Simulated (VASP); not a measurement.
# Sc5Te (P4/mmm) in VASP: further runs

The runs below take Sc5Te through single point, with PBE.

Everything below comes from runs of VASP 6.6.1. Logs are shortened: lines on timing, memory, paths and dates and some standing lists are left out, and cuts for length are marked.

## (1) The cell of the first run

The structure is tetragonal, space group P4/mmm (No. 123). Conventional cell: a = 3.787 Å, b = 3.787 Å, c = 10.042 Å, α = 90.00°, β = 90.00°, γ = 90.00°. Sc (site symmetry 4mm) has 13 Sc at 3.16 to 3.79 Å and 1 Te at 3.34 Å within 4.2 Å. Sc (site symmetry 4mm) has 4 Te at 3.11 Å and 10 Sc at 3.17 to 3.79 Å within 4.1 Å. Within 4.2 Å of Sc (site symmetry 4/mmm) lie 14 Sc at 3.16 to 3.79 Å. Te (site symmetry 4/mmm) has 10 Sc at 3.11 to 3.34 Å and 4 Te at 3.79 Å within 4.1 Å.

The cell was built from a structure type or drawn by symmetry, and may not be a known phase.

## (2) Single point, PBE

The input, INCAR:

```
SYSTEM = Sc5Te
PREC     = Accurate       ! precision mode
ENCUT    = 520            ! plane-wave cutoff, eV
EDIFF    = 1E-7           ! SCF threshold, eV
ISMEAR   = 0              ! smearing method
SIGMA    = 0.1            ! smearing width, eV
LREAL    = .FALSE.        ! projectors in reciprocal space
LASPH    = .TRUE.         ! aspherical terms in the spheres
NELM     = 80             ! most SCF steps
ALGO     = Normal         ! electronic algorithm
ISIF     = 2              ! what is computed and relaxed
LWAVE    = .FALSE.        ! write WAVECAR
LCHARG   = .FALSE.        ! write CHGCAR
GGA      = PE             ! functional
NBANDS   = 40             ! bands
```

The input, KPOINTS:

```
Automatic mesh
0
G
  4 4 2
  0 0 0
```

The input, POSCAR:

```
Sc5Te
1.0
    3.7868009000      0.0000000000      0.0000000000
    0.0000000000      3.7868009000      0.0000000000
    0.0000000000      0.0000000000     10.0421327000
Sc Te
5 1
Direct
    0.5000000000      0.5000000000      0.3329780000
    0.5000000000      0.5000000000      0.6670220000
    0.0000000000      0.0000000000      0.1576160000
    0.0000000000      0.0000000000      0.8423840000
    0.0000000000      0.0000000000      0.5000000000
    0.5000000000      0.5000000000      0.0000000000
```

Potentials or basis: VASP PAW PBE potentials, release 64 (Sc_sv, Te).

Launch:

```
> cat potpaw_PBE.64/Sc_sv/POTCAR potpaw_PBE.64/Te/POTCAR > POTCAR
> mpirun -np 1 vasp_std > vasp.out
```

OUTCAR:

```text
SYSTEM = Sc5Te
   PREC = Accurate
   ENCUT = 520
   EDIFF = 1E-7
   ISMEAR = 0
   LREAL = .FALSE.
   LASPH = .TRUE.
   NELM = 80
   ISIF = 2
   GGA = PE

 ion  position               nearest neighbor table
   1  0.500  0.500  0.333-   5 3.16   5 3.16   5 3.16   5 3.16   3 3.20   3 3.20   3 3.20   3 3.20
                             6 3.34   2 3.35
   2  0.500  0.500  0.667-   5 3.16   5 3.16   5 3.16   5 3.16   4 3.20   4 3.20   4 3.20   4 3.20
                             6 3.34   1 3.35
   3  0.000  0.000  0.158-   6 3.11   6 3.11   6 3.11   6 3.11   4 3.17   1 3.20   1 3.20   1 3.20
                             1 3.20
   4  0.000  0.000  0.842-   6 3.11   6 3.11   6 3.11   6 3.11   3 3.17   2 3.20   2 3.20   2 3.20
                             2 3.20
   5  0.000  0.000  0.500-   1 3.16   2 3.16   1 3.16   2 3.16   1 3.16   2 3.16   1 3.16   2 3.16

   6  0.500  0.500  0.000-   3 3.11   4 3.11   3 3.11   4 3.11   3 3.11   4 3.11   3 3.11   4 3.11
                             1 3.34   2 3.34

  LATTYP: Found a simple tetragonal cell.
 ALAT       =     3.7868009000
 C/A-ratio  =     2.6518776575

  Lattice vectors:

 A1 = (   3.7868009000,   0.0000000000,   0.0000000000)
 A2 = (   0.0000000000,   3.7868009000,   0.0000000000)
 A3 = (   0.0000000000,   0.0000000000,  10.0421327000)

Analysis of symmetry for initial positions (statically):
=====================================================================
 Subroutine PRICEL returns:
 Original cell was already a primitive cell.

 Routine SETGRP: Setting up the symmetry group for a
 simple tetragonal supercell.

 Subroutine GETGRP returns: Found 16 space group operations
 (whereof 16 operations were pure point group operations)
 out of a pool of 16 trial point group operations.

The static configuration has the point symmetry D_4h.

Analysis of symmetry for dynamics (positions and initial velocities):
=====================================================================
 Subroutine PRICEL returns:
 Original cell was already a primitive cell.

 Routine SETGRP: Setting up the symmetry group for a
 simple tetragonal supercell.

 Subroutine GETGRP returns: Found 16 space group operations
 (whereof 16 operations were pure point group operations)
 out of a pool of 16 trial point group operations.

The dynamic configuration has the point symmetry D_4h.

 Subroutine INISYM returns: Found 16 space group operations
 (whereof 16 operations are pure point group operations),
[... 92 lines left out ...]
   LREAL  =      F    real-space projection
   EDIFFG = 0.1E-05   stopping-criterion for IOM
   NSW    =      0    number of steps for IOM
   IBRION =     -1    ionic relax: 0-MD 1-quasi-New 2-CG
   NFREE  =      0    steps in history (QN), initial steepest desc. (CG)
   ISIF   =      2    stress and relaxation
   ISYM   =      2    0-nonsym 1-usesym 2-fastsym
   POTIM  = 0.5000    time-step for ionic-motion
   TEBEG  =    0.0;   TEEND  =   0.0 temperature during run
   PSTRESS=    0.0 pullay stress
   NELECT =      61.0000    total number of electrons
   NUPDOWN=      -1.0000    fix difference up-down
   EMIN   =  10.00;   EMAX   =-10.00  energy-range for DOS
   EFERMI =   0.00;   METHOD = LEGACY
   ISMEAR =     0;   SIGMA  =   0.10  broadening in eV -4-tet -1-fermi 0-gaus
   EFERMI_NEDOS =   21; number of points for ismear=-14 and -15
   IALGO  =     38    algorithm
   IMIX   =      4    mixing-type and parameters
     AMIX     =   0.40;   BMIX     =  1.00
     AMIX_MAG =   1.60;   BMIX_MAG =  1.00
  volume/ion in A,a.u.               =      24.00       161.96
  Fermi-wavevector in a.u.,A,eV,Ry     =   1.229498  2.323414 20.567454  1.511665
  Thomas-Fermi vector in A             =   2.364383
   LORBIT       =      0    0 simple, 1 ext, 2 COOP (PROOUT), +10 PAW based schemes
   GGA     = PE    functional components
   LHFCALC =     F    Hartree Fock is set to
   AEXX    =    0.0000 exact exchange contribution
   IVDW    =     0    specifies the selected vdW correction
   LEPSILON=     F    determine dielectric tensor
   LRPA    =     F    only Hartree local field effects (RPA)
 non-spin polarized calculation
 Gauss-broadening in eV      SIGMA  =   0.10
  energy-cutoff  :      520.00
  volume of cell :      144.00
 maximum number of plane-waves:      3904
   NGX = 15   NGY = 15   NGZ = 37

 number of electron      61.0000007 magnetization

 Free energy of the ion-electron system (eV)
  ---------------------------------------------------
  ext. energy  EPLUGINS =         0.00000000
  ---------------------------------------------------
  free energy    TOTEN  =       -36.34633816 eV

  energy without entropy =      -36.27679168  energy(sigma->0) =      -36.31156492

 E-fermi :   5.1661     XC(G=0): -10.1123

 val. band max:        5.1633340872   @ k =   0.5000   0.2500   0.0000
 cond. band min:       5.1780798690   @ k =   0.5000   0.5000   0.5000
 fundamental gap:      0.0147457818
 Fermi energy:         5.1661331552

 k-point     1 :       0.0000    0.0000    0.0000
  band No.  band energies     occupation
      1     -44.5631      2.00000
      2     -44.5474      2.00000
      3     -44.3790      2.00000
      4     -44.3195      2.00000
      5     -44.2958      2.00000
      6     -23.2362      2.00000
[... 505 lines left out ...]
     39       7.1189      0.00000
     40       7.6654      0.00000

------------------------ aborting loop because EDIFF is reached ----------------------------------------

  FORCE on cell =-STRESS in cart. coord.  units (eV):
  Direction    XX          YY          ZZ          XY          YZ          ZX
  --------------------------------------------------------------------------------------
  -------------------------------------------------------------------------------------
  Total       -0.0294568     -0.0294568      0.0294451      0.0000000      0.0000000      0.0000000
  in kB       -0.3277371     -0.3277371      0.3276064      0.0000000      0.0000000      0.0000000
  external PRESSURE =      -0.1092893 kB  Pullay stress =       0.0000000 kB

 VOLUME and BASIS-vectors are now :
 -----------------------------------------------------------------------------
  energy-cutoff  :      520.00
  volume of cell :      144.00
      direct lattice vectors                 reciprocal lattice vectors
     3.786800900  0.000000000  0.000000000     0.264075146  0.000000000  0.000000000
     0.000000000  3.786800900  0.000000000     0.000000000  0.264075146  0.000000000
     0.000000000  0.000000000 10.042132700     0.000000000  0.000000000  0.099580441

 POSITION                                       TOTAL-FORCE (eV/Angst)
 -----------------------------------------------------------------------------------
      1.89340      1.89340      3.34381         0.000000     -0.000000      0.008144
      1.89340      1.89340      6.69832        -0.000000      0.000000     -0.008144
      0.00000      0.00000      1.58280         0.000000      0.000000     -0.042024
      0.00000      0.00000      8.45933        -0.000000      0.000000      0.042024
      0.00000      0.00000      5.02107         0.000000      0.000000      0.000000
      1.89340      1.89340      0.00000         0.000000      0.000000      0.000000
 -----------------------------------------------------------------------------------
    total drift:                                0.000000      0.000000      0.000000

  FREE ENERGIE OF THE ION-ELECTRON SYSTEM (eV)
  ---------------------------------------------------
  free  energy   TOTEN  =       -36.3463381587 eV

  energy  without entropy=      -36.2767916750  energy(sigma->0) =      -36.31156492
```

OSZICAR:

```text
N       E                     dE             d eps       ncg     rms          rms(c)
DAV:   1     0.122072222027E+04    0.12207E+04   -0.26484E+04   968   0.157E+03
DAV:   2     0.655018495990E+02   -0.11552E+04   -0.11388E+04  1304   0.719E+02
DAV:   3    -0.351108754821E+02   -0.10061E+03   -0.96366E+02  1584   0.275E+02
DAV:   4    -0.405117021577E+02   -0.54008E+01   -0.51359E+01  1600   0.551E+01
DAV:   5    -0.406771175133E+02   -0.16542E+00   -0.16322E+00  1600   0.116E+01    0.133E+01
DAV:   6    -0.379357939091E+02    0.27413E+01   -0.19354E+01  1416   0.291E+01    0.736E+00
DAV:   7    -0.370385884603E+02    0.89721E+00   -0.12534E+01  1632   0.193E+01    0.444E+00
DAV:   8    -0.363908566649E+02    0.64773E+00   -0.23389E+00  1432   0.887E+00    0.170E+00
DAV:   9    -0.363682584469E+02    0.22598E-01   -0.53983E-01  1440   0.595E+00    0.116E+00
DAV:  10    -0.363498322043E+02    0.18426E-01   -0.50869E-02  1560   0.190E+00    0.503E-01
DAV:  11    -0.363466982402E+02    0.31340E-02   -0.45859E-02  1424   0.159E+00    0.205E-01
DAV:  12    -0.363463333631E+02    0.36488E-03   -0.64070E-03  1408   0.816E-01    0.614E-02
DAV:  13    -0.363463436859E+02   -0.10323E-04   -0.42761E-04  1520   0.199E-01    0.193E-02
DAV:  14    -0.363463402024E+02    0.34835E-05   -0.52288E-05  1640   0.584E-02    0.106E-02
DAV:  15    -0.363463386675E+02    0.15349E-05   -0.52897E-06  1528   0.198E-02    0.476E-03
DAV:  16    -0.363463380889E+02    0.57854E-06   -0.27594E-06  1400   0.138E-02    0.190E-03
DAV:  17    -0.363463381587E+02   -0.69767E-07   -0.29441E-07   936   0.537E-03
   1 F= -.36346338E+02 E0= -.36311565E+02  d E =-.695465E-01
```

Run time: 48 s. Hardware: 1 thread of Intel Xeon 6975P-C (Granite Rapids), shared host; peak memory 0.25 GiB.

What came out:

```yaml
Free_energy: -36.3463 eV
Pressure: 0.0 GPa
Largest_force: 0.042 eV/Å
Band_gap_on_the_k_mesh: zero (an odd number of electrons rules out a gap without spin polarisation)
```

Forces on the atoms (eV/Å):
```
Sc   0.000  0.000  0.008
Sc   0.000  0.000 -0.008
Sc   0.000  0.000 -0.042
Sc   0.000  0.000  0.042
Sc   0.000  0.000  0.000
Te   0.000  0.000  0.000
```

Caveat: the k points lie up to 0.41 Å⁻¹ apart, too coarse for converged energies and pressures of a metal; spin-orbit coupling is left out, which moves the levels of the heavy elements.

## (3) Single point, PBE

The input, INCAR:

```
PREC = Accurate ; ENCUT = 520
EDIFF = 1E-6 ; ISMEAR = 0
SIGMA = 0.1 ; LREAL = F
LASPH = T ; NELM = 60
ALGO = Fast ; ISIF = 2
LWAVE = F ; LCHARG = F
GGA = PE ; NBANDS = 40
```

The input, KPOINTS:

```
regular mesh
0
Gamma
  10 10 4
```

POSCAR is that of step 2.

Potentials or basis: VASP PAW PBE potentials, release 64 (Sc_sv, Te).

Launch:

```
> cat potpaw_PBE.64/Sc_sv/POTCAR potpaw_PBE.64/Te/POTCAR > POTCAR
> mpirun -np 1 vasp_std > vasp.out
```

OUTCAR:

```text
PREC = Accurate
   ENCUT = 520
   EDIFF = 1E-6
   ISMEAR = 0
   LREAL = F
   LASPH = T
   NELM = 60
   ISIF = 2
   GGA = PE

 ion  position               nearest neighbor table
   1  0.500  0.500  0.333-   5 3.16   5 3.16   5 3.16   5 3.16   3 3.20   3 3.20   3 3.20   3 3.20
                             6 3.34   2 3.35
   2  0.500  0.500  0.667-   5 3.16   5 3.16   5 3.16   5 3.16   4 3.20   4 3.20   4 3.20   4 3.20
                             6 3.34   1 3.35
   3  0.000  0.000  0.158-   6 3.11   6 3.11   6 3.11   6 3.11   4 3.17   1 3.20   1 3.20   1 3.20
                             1 3.20
   4  0.000  0.000  0.842-   6 3.11   6 3.11   6 3.11   6 3.11   3 3.17   2 3.20   2 3.20   2 3.20
                             2 3.20
   5  0.000  0.000  0.500-   1 3.16   2 3.16   1 3.16   2 3.16   1 3.16   2 3.16   1 3.16   2 3.16

   6  0.500  0.500  0.000-   3 3.11   4 3.11   3 3.11   4 3.11   3 3.11   4 3.11   3 3.11   4 3.11
                             1 3.34   2 3.34

  LATTYP: Found a simple tetragonal cell.
 ALAT       =     3.7868009000
 C/A-ratio  =     2.6518776575

  Lattice vectors:

 A1 = (   3.7868009000,   0.0000000000,   0.0000000000)
[... 190 lines left out ...]
 fundamental gap:      0.0080567243
 Fermi energy:         5.1632655507

 k-point     1 :       0.0000    0.0000    0.0000
  band No.  band energies     occupation
      1     -44.5786      2.00000
      2     -44.5628      2.00000
      3     -44.4136      2.00000
      4     -44.3310      2.00000
      5     -44.3168      2.00000
      6     -23.2567      2.00000
[... 1021 lines left out ...]
     39       7.0593      0.00000
     40       7.1264      0.00000

 [... further k-points ...]

------------------------ aborting loop because EDIFF is reached ----------------------------------------

  FORCE on cell =-STRESS in cart. coord.  units (eV):
  Direction    XX          YY          ZZ          XY          YZ          ZX
  --------------------------------------------------------------------------------------
  -------------------------------------------------------------------------------------
  Total        0.0469304      0.0469304      0.0437830      0.0000000      0.0000000     -0.0000000
  in kB        0.5221485      0.5221485      0.4871307      0.0000000      0.0000000     -0.0000000
  external PRESSURE =       0.5104759 kB  Pullay stress =       0.0000000 kB

 VOLUME and BASIS-vectors are now :
 -----------------------------------------------------------------------------
  energy-cutoff  :      520.00
  volume of cell :      144.00
      direct lattice vectors                 reciprocal lattice vectors
     3.786800900  0.000000000  0.000000000     0.264075146  0.000000000  0.000000000
     0.000000000  3.786800900  0.000000000     0.000000000  0.264075146  0.000000000
     0.000000000  0.000000000 10.042132700     0.000000000  0.000000000  0.099580441

 POSITION                                       TOTAL-FORCE (eV/Angst)
 -----------------------------------------------------------------------------------
      1.89340      1.89340      3.34381         0.000000      0.000000     -0.002534
      1.89340      1.89340      6.69832         0.000000     -0.000000      0.002534
      0.00000      0.00000      1.58280        -0.000000      0.000000      0.008786
      0.00000      0.00000      8.45933         0.000000      0.000000     -0.008786
      0.00000      0.00000      5.02107         0.000000      0.000000      0.000000
      1.89340      1.89340      0.00000         0.000000      0.000000      0.000000
 -----------------------------------------------------------------------------------
    total drift:                                0.000000      0.000000      0.000000

  FREE ENERGIE OF THE ION-ELECTRON SYSTEM (eV)
  ---------------------------------------------------
  free  energy   TOTEN  =       -36.4338426860 eV

  energy  without entropy=      -36.3893562685  energy(sigma->0) =      -36.41159948
```

Run time: 5.5 min. Hardware: 1 thread of Intel Xeon 6975P-C (Granite Rapids), shared host; peak memory 0.43 GiB.

What came out:

```yaml
Free_energy: -36.4338 eV
Pressure: 0.1 GPa
Largest_force: 0.009 eV/Å
Band_gap_on_the_k_mesh: zero (an odd number of electrons rules out a gap without spin polarisation)
```

Forces on the atoms (eV/Å):
```
Sc   0.000  0.000 -0.003
Sc   0.000  0.000  0.003
Sc   0.000  0.000  0.009
Sc   0.000  0.000 -0.009
Sc   0.000  0.000  0.000
Te   0.000  0.000  0.000
```

Levels at points of the mesh, in eV from the Fermi level:
```csv
k point,band 28,band 29,band 30,band 31,band 32,band 33
"(0.00, 0.00, 0.00)",-1.27,-0.78,-0.44,-0.07,1.16,1.26
"(0.50, 0.00, 0.00)",-1.49,-0.51,0.16,0.35,0.37,0.48
"(0.50, 0.50, 0.00)",-0.25,-0.25,-0.14,-0.14,-0.03,-0.03
"(0.00, 0.00, 0.50)",-1.10,-0.91,-0.63,0.48,1.21,1.32
"(0.50, 0.00, 0.50)",-1.61,-0.34,0.11,0.17,0.18,0.44
"(0.50, 0.50, 0.50)",-0.29,-0.29,-0.18,-0.18,0.02,0.02
```

Caveat: spin-orbit coupling is left out, which moves the levels of the heavy elements.

## (4) Single point, PBE, collinear spin

The input, INCAR:

```
ALGO = Normal ; EDIFF = 1E-7
ENCUT = 520 ; GGA = PE
ISIF = 2 ; ISMEAR = 0
ISPIN = 2 ; LASPH = T
LCHARG = F ; LMAXMIX = 4
LORBIT = 11 ; LREAL = F
LWAVE = F ; MAGMOM = 1 1 1 1 1 0
NBANDS = 44 ; NELM = 150
PREC = Accurate ; SIGMA = 0.1
```

The input, KPOINTS:

```
k-points
0
Gamma
  4 4 2
```

POSCAR is that of step 3.

Launch:

```
> cat potpaw_PBE.64/Sc_sv/POTCAR potpaw_PBE.64/Te/POTCAR > POTCAR
> mpirun -np 1 vasp_std > vasp.out
```

Wall time 2.8 min (1 thread of Intel Xeon 6975P-C (Granite Rapids), shared host); peak memory 0.34 GiB.

It converged, with:

```
Free energy                                           : -36.3545 eV
Pressure                                              : 0.0 GPa
Largest force                                         : 0.053 eV/Å
Net moment                                            : 1.34 μB per cell
Site moments                                          : Sc +0.20, +0.11, +0.17 (each value once); Te -0.01 μB
Valence electrons inside the program's atomic spheres : Sc 9.37, 9.39 (each value once); Te 3.45
```

Forces in eV/Å, atoms in the order of the input:
```
Sc   0.000  0.000  0.007
Sc   0.000  0.000 -0.007
Sc   0.000  0.000 -0.053
Sc   0.000  0.000  0.053
Sc   0.000  0.000  0.000
Te   0.000  0.000  0.000
```

Stress tensor (GPa, compression positive):
```
-0.07  0.00  0.00
 0.00 -0.07  0.00
 0.00  0.00  0.07
```

Levels at points of the mesh, in eV from the Fermi level:
Spin up:
| k point | band 28 | band 29 | band 30 | band 31 | band 32 | band 33 | band 34 | band 35 |
| --- | --- | --- | --- | --- | --- | --- | --- | --- |
| (0.00, 0.00, 0.00) | -1.34 | -0.84 | -0.51 | -0.13 | 1.07 | 1.15 | 1.15 | 1.44 |
| (0.50, 0.00, 0.00) | -1.56 | -0.61 | 0.09 | 0.23 | 0.27 | 0.33 | 0.51 | 0.56 |
| (0.50, 0.50, 0.00) | -0.34 | -0.34 | -0.28 | -0.28 | -0.14 | -0.14 | 0.08 | 0.36 |
| (0.00, 0.00, 0.50) | -1.18 | -0.96 | -0.68 | 0.42 | 1.10 | 1.24 | 1.24 | 1.27 |
| (0.50, 0.00, 0.50) | -1.71 | -0.43 | 0.04 | 0.06 | 0.11 | 0.29 | 0.43 | 0.86 |
| (0.50, 0.50, 0.50) | -0.38 | -0.38 | -0.32 | -0.32 | -0.09 | -0.09 | 0.43 | 0.43 |
Spin down:
```
           k point  band 28  band 29  band 30  band 31  band 32  band 33
(0.00, 0.00, 0.00)    -1.14    -0.71    -0.36     0.02     1.27     1.38
(0.50, 0.00, 0.00)    -1.41    -0.41     0.22     0.44     0.53     0.65
(0.50, 0.50, 0.00)    -0.16    -0.16     0.00     0.00     0.10     0.10
(0.00, 0.00, 0.50)    -0.97    -0.83    -0.58     0.58     1.32     1.37
(0.50, 0.00, 0.50)    -1.49    -0.26     0.17     0.26     0.32     0.58
(0.50, 0.50, 0.50)    -0.20    -0.20    -0.03    -0.03     0.13     0.13
```

Caveat: the k points lie up to 0.41 Å⁻¹ apart; spin-orbit coupling is left out, which moves the levels of the heavy elements.

## (5) Summary

```csv
spin,k mesh,gap on the mesh (eV),pressure (GPa),largest force (eV/Å)
off,4 × 4 × 2,none,0.0,0.04
off,10 × 10 × 4,none,0.1,0.01
collinear,4 × 4 × 2,none,0.0,0.05
```

Alike in all rows: task single point; level PBE; potentials or basis VASP PAW PBE potentials, release 64 (Sc_sv, Te); cell as given; cutoff (eV) 520; smearing gaussian 0.1 eV.

Caveats: some runs use coarse meshes; spin-orbit coupling is left out, which moves the levels of the heavy elements.

Absolute energies hang on the potentials; compare differences alone.
